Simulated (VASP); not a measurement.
# GdN (Fm-3m) in VASP: further runs

The runs below take GdN through single point, with PBE.

All numbers are computed with VASP 6.6.1; they aren't measurements. Logs are shortened: lines on timing, memory, paths and dates and some standing lists are left out, and cuts for length are marked.

## Step 1: The cell of the first run

It takes space group Fm-3m (No. 225, cubic). The conventional cell has a = 4.914 Å, b = 4.914 Å, c = 4.914 Å, α = 90.00°, β = 90.00°, γ = 90.00°. Within 3.2 Å of Gd (site symmetry m-3m) lie 6 N at 2.46 Å. N (site symmetry m-3m) has 6 Gd at 2.46 Å within 3.2 Å.

## Step 2: Single point, PBE, collinear spin, ferromagnetic start (14.83 Å³/atom)

INCAR

```
SYSTEM = GdN
  ALGO = Normal
  EDIFF = 1E-7
  ENCUT = 520
  GGA = PE
  ISIF = 2
  ISMEAR = -1
  ISPIN = 2
  LASPH = .TRUE.
  LCHARG = .FALSE.
  LMAXMIX = 6
  LORBIT = 11
  LREAL = .FALSE.
  LWAVE = .FALSE.
  MAGMOM = 7 0
  NBANDS = 22
  NELM = 150
  PREC = Accurate
  SIGMA = 0.05
```

KPOINTS

```
k-points
0
G
  11 11 11
  0 0 0
```

POSCAR

```
GdN
1.0
    0.0000000000      2.4571274074      2.4571274074
    2.4571274074      0.0000000000      2.4571274074
    2.4571274074      2.4571274074      0.0000000000
Gd N
1 1
Direct
    0.0000000000      0.0000000000      0.0000000000
    0.5000000000      0.5000000000      0.5000000000
```

Potentials or basis: VASP PAW PBE potentials, release 64 (Gd, N).

On the command line:

```console
cat potpaw_PBE.64/Gd/POTCAR potpaw_PBE.64/N/POTCAR > POTCAR
mpirun -np 1 vasp_std > vasp.out
```

OUTCAR:

```text
SYSTEM = GdN
   EDIFF = 1E-7
   ENCUT = 520
   GGA = PE
   ISIF = 2
   ISMEAR = -1
   ISPIN = 2
   LASPH = .TRUE.
   LORBIT = 11
   LREAL = .FALSE.
   NELM = 150
   PREC = Accurate

 ion  position               nearest neighbor table
   1  0.000  0.000  0.000-   2 2.46   2 2.46   2 2.46   2 2.46   2 2.46   2 2.46
   2  0.500  0.500  0.500-   1 2.46   1 2.46   1 2.46   1 2.46   1 2.46   1 2.46

  LATTYP: Found a face centered cubic cell.
 ALAT       =     4.9142548148

  Lattice vectors:

 A1 = (   0.0000000000,   2.4571274074,   2.4571274074)
 A2 = (   2.4571274074,   0.0000000000,   2.4571274074)
 A3 = (   2.4571274074,   2.4571274074,   0.0000000000)

Analysis of symmetry for initial positions (statically):
=====================================================================
 Subroutine PRICEL returns:
 Original cell was already a primitive cell.

 Routine SETGRP: Setting up the symmetry group for a
 face centered cubic supercell.

 Subroutine GETGRP returns: Found 48 space group operations
 (whereof 48 operations were pure point group operations)
 out of a pool of 48 trial point group operations.

The static configuration has the point symmetry O_h .

Analysis of symmetry for dynamics (positions and initial velocities):
=====================================================================
 Subroutine PRICEL returns:
 Original cell was already a primitive cell.

 Routine SETGRP: Setting up the symmetry group for a
 face centered cubic supercell.

 Subroutine GETGRP returns: Found 48 space group operations
 (whereof 48 operations were pure point group operations)
 out of a pool of 48 trial point group operations.

The dynamic configuration has the point symmetry O_h .

Analysis of structural, dynamic, and magnetic symmetry:
=====================================================================
 Subroutine PRICEL returns:
 Original cell was already a primitive cell.

 Routine SETGRP: Setting up the symmetry group for a
 face centered cubic supercell.

 Subroutine GETGRP returns: Found 48 space group operations
 (whereof 48 operations were pure point group operations)
 out of a pool of 48 trial point group operations.

The overall configuration has the point symmetry O_h .

 Subroutine INISYM returns: Found 48 space group operations
 (whereof 48 operations are pure point group operations),
 and found     1 'primitive' translations

----------------------------------------------------------------------------------------

[... 110 lines left out ...]
   IMIX   =      4    mixing-type and parameters
     AMIX     =   0.40;   BMIX     =  1.00
     AMIX_MAG =   1.60;   BMIX_MAG =  1.00
  volume/ion in A,a.u.               =      14.83       100.11
  Fermi-wavevector in a.u.,A,eV,Ry     =   1.503880  2.841921 30.771673  2.261654
  Thomas-Fermi vector in A             =   2.614932
   LORBIT       =     11    0 simple, 1 ext, 2 COOP (PROOUT), +10 PAW based schemes
   GGA     = PE    functional components
   LHFCALC =     F    Hartree Fock is set to
   AEXX    =    0.0000 exact exchange contribution
   IVDW    =     0    specifies the selected vdW correction
   LEPSILON=     F    determine dielectric tensor
   LRPA    =     F    only Hartree local field effects (RPA)
 spin polarized calculation
  energy-cutoff  :      520.00
  volume of cell :       29.67
 maximum number of plane-waves:       821
 NGX is ok and might be reduce to    28
   NGX = 13   NGY = 13   NGZ = 13

 number of electron      23.0000001 magnetization       6.9998162

 Free energy of the ion-electron system (eV)
  ---------------------------------------------------
  ext. energy  EPLUGINS =         0.00000000
  ---------------------------------------------------
  free energy    TOTEN  =       -23.18855964 eV

  energy without entropy =      -23.18789749  energy(sigma->0) =      -23.18822856

 E-fermi :   4.2300     XC(G=0): -11.8100

 val. band max:        4.1154457929   @ k =   0.0909   0.0000   0.0000
 cond. band min:       4.2543786302   @ k =   0.0909   0.0909   0.0000
 fundamental gap:      0.1389328373
 Fermi energy:         4.2300205110

 spin component 1

 k-point     1 :       0.0000    0.0000    0.0000
  band No.  band energies     occupation
      1     -39.4482      1.00000
      2     -16.4049      1.00000
      3     -16.4049      1.00000
      4     -16.4049      1.00000
      5      -9.0048      1.00000
      6       0.6550      1.00000
[... 589 lines left out ...]
     21      13.1590      0.00000
     22      19.0056      0.00000

 [... further k-points ...]

 spin component 2

 k-point     1 :       0.0000    0.0000    0.0000
  band No.  band energies     occupation
      1     -36.3592      1.00000
      2     -14.1570      1.00000
      3     -14.1570      1.00000
      4     -14.1570      1.00000
      5      -8.9866      1.00000
      6       3.2622      1.00000
[... 589 lines left out ...]
     21      14.0404      0.00000
     22      20.1008      0.00000

 [... further k-points ...]
[... 5 lines left out ...]
  --------------------------------------------------------------------------------------
  -------------------------------------------------------------------------------------
  Total        1.2692345      1.2692345      1.2692345      0.0000000      0.0000000     -0.0000000
  in kB       68.5392614     68.5392614     68.5392614      0.0000000      0.0000000     -0.0000000
  external PRESSURE =      68.5392614 kB  Pullay stress =       0.0000000 kB

 VOLUME and BASIS-vectors are now :
 -----------------------------------------------------------------------------
  energy-cutoff  :      520.00
  volume of cell :       29.67
      direct lattice vectors                 reciprocal lattice vectors
     0.000000000  2.457127407  2.457127407    -0.203489652  0.203489652  0.203489652
     2.457127407  0.000000000  2.457127407     0.203489652 -0.203489652  0.203489652
     2.457127407  2.457127407  0.000000000     0.203489652  0.203489652 -0.203489652

 POSITION                                       TOTAL-FORCE (eV/Angst)
 -----------------------------------------------------------------------------------
      0.00000      0.00000      0.00000         0.000000     -0.000000      0.000000
      2.45713      2.45713      2.45713         0.000000      0.000000      0.000000
 -----------------------------------------------------------------------------------
    total drift:                                0.000000      0.000000      0.000000

  FREE ENERGIE OF THE ION-ELECTRON SYSTEM (eV)
  ---------------------------------------------------
  free  energy   TOTEN  =       -23.1885596369 eV

  energy  without entropy=      -23.1878974930  energy(sigma->0) =      -23.18822856

 total charge

# of ion       s       p       d       f       tot
--------------------------------------------------
    1        2.037   5.671   0.562   6.998  15.267
    2        1.253   2.404   0.000   0.000   3.657
--------------------------------------------------
tot          3.289   8.075   0.562   6.998  18.924

 magnetization (x)

# of ion       s       p       d       f       tot
--------------------------------------------------
    1       -0.005  -0.080   0.089   6.799   6.803
    2       -0.008  -0.083   0.000   0.000  -0.091
--------------------------------------------------
tot         -0.013  -0.163   0.089   6.799   6.712
```

stdout:

```text
POSCAR found type information on POSCAR GdN
 POSCAR found :  2 types and       2 ions
 scaLAPACK will be used
 LDA part: xc-table for (Slater+PW92), standard interpolation
 POSCAR, INCAR and KPOINTS ok, starting setup
 FFT: planning ... GRIDC
 FFT: planning ... GRID_SOFT
 FFT: planning ... GRID
 WAVECAR not read
 entering main loop
```

Wall time 7.9 min (1 thread of Intel Xeon 8259CL, shared host); peak memory 0.23 GiB.

What came out:

```yaml
Free_energy: -23.1886 eV
Pressure: 6.9 GPa
Band_gap_on_the_k_mesh: zero (filled and empty bands overlap)
Net_moment: 7.00 μB per cell
Site_moments: Gd +6.80; N -0.09 μB
Valence_electrons_inside_the_program's_atomic_spheres: Gd 15.27; N 3.66
```

Levels at points of the mesh, in eV from the Fermi level:
Spin up:
| k point | band 13 | band 14 | band 15 | band 16 | band 17 | band 18 |
| --- | --- | --- | --- | --- | --- | --- |
| (0.00, 0.00, 0.00) | 0.27 | 0.27 | 0.27 | 2.48 | 2.48 | 2.48 |
Spin down:
```csv
k point,band 4,band 5,band 6,band 7,band 8,band 9,band 10,band 11,band 12,band 13
"(0.00, 0.00, 0.00)",-18.39,-13.22,-0.97,-0.97,-0.97,1.75,2.35,2.35,2.35,3.01
```

Caveat: the cell stands under pressure; spin-orbit coupling is left out, which moves the levels of the heavy elements; a cell with one magnetic atom can't hold antiferromagnetic order, which such compounds often take; semilocal functionals describe open f shells poorly, which spoils levels, moments and volumes.

## Step 3: Single point, PBE, collinear spin, ferromagnetic start (15.23 Å³/atom)

This run uses another cell than the first one, of 15.23 Å³/atom.

INCAR

```
SYSTEM = GdN
PREC = Accurate
ENCUT = 520
EDIFF = 1E-7
ISMEAR = -1
SIGMA = 0.05
LREAL = .FALSE.
LASPH = .TRUE.
NELM = 150
ALGO = Normal
ISIF = 2
LWAVE = .FALSE.
LCHARG = .TRUE.
ISPIN = 2
MAGMOM = 7 0
LORBIT = 11
LMAXMIX = 6
GGA = PE
LELF = .TRUE.
LVHAR = .TRUE.
NBANDS = 22
```

KPOINTS

```
regular mesh
0
G
  11 11 11
  0 0 0
```

POSCAR

```
GdN
1.0
    0.0000000000      2.4784948052      2.4784948052
    2.4784948052      0.0000000000      2.4784948052
    2.4784948052      2.4784948052      0.0000000000
Gd N
1 1
Direct
    0.0000000000      0.0000000000      0.0000000000
    0.5000000000      0.5000000000      0.5000000000
```

Potentials or basis: VASP PAW PBE potentials, release 64 (Gd, N).

On the command line:

```console
cat potpaw_PBE.64/Gd/POTCAR potpaw_PBE.64/N/POTCAR > POTCAR
mpirun -np 1 vasp_std > vasp.out
```

Run time: 10 min. Hardware: 1 thread of Intel Xeon 8259CL, shared host; peak memory 0.23 GiB.

Results (log left out):

```
Free energy                                           : -23.2122 eV
Pressure                                              : 2.5 GPa
Band gap on the k mesh                                : zero (filled and empty bands overlap)
Net moment                                            : 7.00 μB per cell
Site moments                                          : Gd +6.80; N -0.09 μB
Valence electrons inside the program's atomic spheres : Gd 15.24; N 3.64
```

Levels at points of the mesh, in eV from the Fermi level:
Spin up:
| k point | band 11 | band 12 | band 13 | band 14 | band 15 | band 16 | band 17 | band 18 | band 19 | band 20 |
| --- | --- | --- | --- | --- | --- | --- | --- | --- | --- | --- |
| (0.00, 0.00, 0.00) | -3.17 | -3.17 | 0.25 | 0.25 | 0.25 | 2.48 | 2.48 | 2.48 | 3.31 | 4.66 |
Spin down:
```csv
k point,band 5,band 6,band 7,band 8,band 9,band 10,band 11,band 12
"(0.00, 0.00, 0.00)",-13.12,-0.91,-0.91,-0.91,1.71,2.27,2.27,2.27
```

Caveat: spin-orbit coupling is left out, which moves the levels of the heavy elements; a cell with one magnetic atom can't hold antiferromagnetic order, which such compounds often take; semilocal functionals describe open f shells poorly, which spoils levels, moments and volumes. With open d or f shells a metallic result of PBE can be an artefact of self-interaction; +U or a hybrid may open a gap.

## Step 4: Single point, PBE, collinear spin, ferromagnetic start (16.01 Å³/atom)

This run uses another cell than the first one, of 16.01 Å³/atom.

INCAR

```
PREC     = Accurate       # precision mode
ENCUT    = 520            # plane-wave cutoff, eV
EDIFF    = 1E-6           # SCF threshold, eV
ISMEAR   = -1             # smearing method
SIGMA    = 0.05           # smearing width, eV
LREAL    = F              # projectors in reciprocal space
LASPH    = T              # aspherical terms in the spheres
NELM     = 150            # most SCF steps
ALGO     = Normal         # electronic algorithm
ISIF     = 2              # what is computed and relaxed
LWAVE    = F              # write WAVECAR
LCHARG   = T              # write CHGCAR
ISPIN    = 2              # spin polarisation
MAGMOM   = 7 0            # initial moments
LORBIT   = 11             # projections on sites
LMAXMIX  = 6              # l up to which the mixer works
GGA      = PE             # functional
LELF     = T              # ELF
LVHAR    = T            
NBANDS   = 22             # bands
```

KPOINTS

```
Automatic mesh
0
Gamma
  11 11 11
```

POSCAR

```
GdN
1.0
    0.0000000000      2.5201579616      2.5201579616
    2.5201579616      0.0000000000      2.5201579616
    2.5201579616      2.5201579616      0.0000000000
Gd N
1 1
Direct
    0.0000000000      0.0000000000      0.0000000000
    0.5000000000      0.5000000000      0.5000000000
```

On the command line:

```console
cat potpaw_PBE.64/Gd/POTCAR potpaw_PBE.64/N/POTCAR > POTCAR
mpirun -np 1 vasp_std > vasp.out
```

Run time: 6.5 min. Hardware: 1 thread of Intel Xeon 8259CL, shared host; peak memory 0.23 GiB.

Results (log left out):

```
Free energy                                           : -23.2022 eV
Pressure                                              : -4.6 GPa
Band gap on the k mesh                                : zero (filled and empty bands overlap)
Net moment                                            : 7.00 μB per cell
Site moments                                          : Gd +6.80; N -0.08 μB
Valence electrons inside the program's atomic spheres : Gd 15.20; N 3.62
```

Levels at points of the mesh, in eV from the Fermi level:
Spin up:
```csv
k point,band 13,band 14,band 15,band 16,band 17,band 18
"(0.00, 0.00, 0.00)",0.21,0.21,0.21,2.47,2.47,2.47
```
Spin down:
| k point | band 4 | band 5 | band 6 | band 7 | band 8 | band 9 | band 10 | band 11 | band 12 | band 13 |
| --- | --- | --- | --- | --- | --- | --- | --- | --- | --- | --- |
| (0.00, 0.00, 0.00) | -18.65 | -12.96 | -0.83 | -0.83 | -0.83 | 1.61 | 2.11 | 2.11 | 2.11 | 2.71 |

Caveat: the cell stands under tension; spin-orbit coupling is left out, which moves the levels of the heavy elements; a cell with one magnetic atom can't hold antiferromagnetic order, which such compounds often take; semilocal functionals describe open f shells poorly, which spoils levels, moments and volumes.

## Step 5: Single point, PBE, collinear spin, ferromagnetic start (16.40 Å³/atom)

This run uses another cell than the first one, of 16.40 Å³/atom.

INCAR

```
SYSTEM = GdN
PREC = Accurate ; ENCUT = 520
EDIFF = 1E-7 ; ISMEAR = -1
SIGMA = 0.05 ; LREAL = .FALSE.
LASPH = .TRUE. ; NELM = 150
ALGO = Normal ; ISIF = 2
LWAVE = .FALSE. ; LCHARG = .FALSE.
ISPIN = 2 ; MAGMOM = 7 0
LORBIT = 11 ; LMAXMIX = 6
GGA = PE ; NBANDS = 22
```

KPOINTS

```
Automatic mesh
0
G
  11 11 11
  0 0 0
```

POSCAR

```
GdN
1.0
    0.0000000000      2.5404826939      2.5404826939
    2.5404826939      0.0000000000      2.5404826939
    2.5404826939      2.5404826939      0.0000000000
Gd N
1 1
Direct
    0.0000000000      0.0000000000      0.0000000000
    0.5000000000      0.5000000000      0.5000000000
```

On the command line:

```console
cat potpaw_PBE.64/Gd/POTCAR potpaw_PBE.64/N/POTCAR > POTCAR
mpirun -np 1 vasp_std > vasp.out
```

It took 8 min on 1 thread of Intel Xeon 8259CL, shared host; peak memory 0.23 GiB.

The run converged. Its results:

```yaml
Free_energy: -23.1733 eV
Pressure: -7.5 GPa
Band_gap_on_the_k_mesh: zero (filled and empty bands overlap)
Net_moment: 7.00 μB per cell
Site_moments: Gd +6.80; N -0.08 μB
Valence_electrons_inside_the_program's_atomic_spheres: Gd 15.18; N 3.60
```

Levels at points of the mesh, in eV from the Fermi level:
Spin up:
| k point | band 11 | band 12 | band 13 | band 14 | band 15 | band 16 | band 17 | band 18 | band 19 | band 20 |
| --- | --- | --- | --- | --- | --- | --- | --- | --- | --- | --- |
| (0.00, 0.00, 0.00) | -3.43 | -3.43 | 0.18 | 0.18 | 0.18 | 2.45 | 2.45 | 2.45 | 2.76 | 4.43 |
Spin down:
```tsv
k point	band 5	band 6	band 7	band 8	band 9	band 10	band 11	band 12
(0.00, 0.00, 0.00)	-12.89	-0.81	-0.81	-0.81	1.54	2.01	2.01	2.01
```

Caveat: the cell stands under tension; spin-orbit coupling is left out, which moves the levels of the heavy elements; a cell with one magnetic atom can't hold antiferromagnetic order, which such compounds often take; semilocal functionals describe open f shells poorly, which spoils levels, moments and volumes. The state reached can hang on the start; a lower one may exist.

## Step 6: Overview

```csv
cell,gap on the mesh (eV),pressure (GPa),moment (μB)
"a = 3.475 Å, angles 60.0°, 2 atoms",none,6.9,7.00
"a = 3.505 Å, angles 60.0°, 2 atoms",none,2.5,7.00
"a = 3.564 Å, angles 60.0°, 2 atoms",none,-4.6,7.00
"a = 3.593 Å, angles 60.0°, 2 atoms",none,-7.5,7.00
```

Alike in all rows: task single point; level PBE; potentials or basis VASP PAW PBE potentials, release 64 (Gd, N); spin collinear, ferromagnetic start; k mesh 11 × 11 × 11; cutoff (eV) 520; smearing fermi-dirac 0.05 eV.

Caveats: spin-orbit coupling is left out, which moves the levels of the heavy elements; a cell with one magnetic atom can't hold antiferromagnetic order, which such compounds often take; semilocal functionals describe open f shells poorly, which spoils levels, moments and volumes; the cell stands under tension (at least some runs); the cell stands under pressure (at least some runs).

Total energies depend on the potentials used, so only differences within one code and one set of settings carry meaning.

The gap in the log of VASP goes by the Fermi energy; the results here count the filled bands.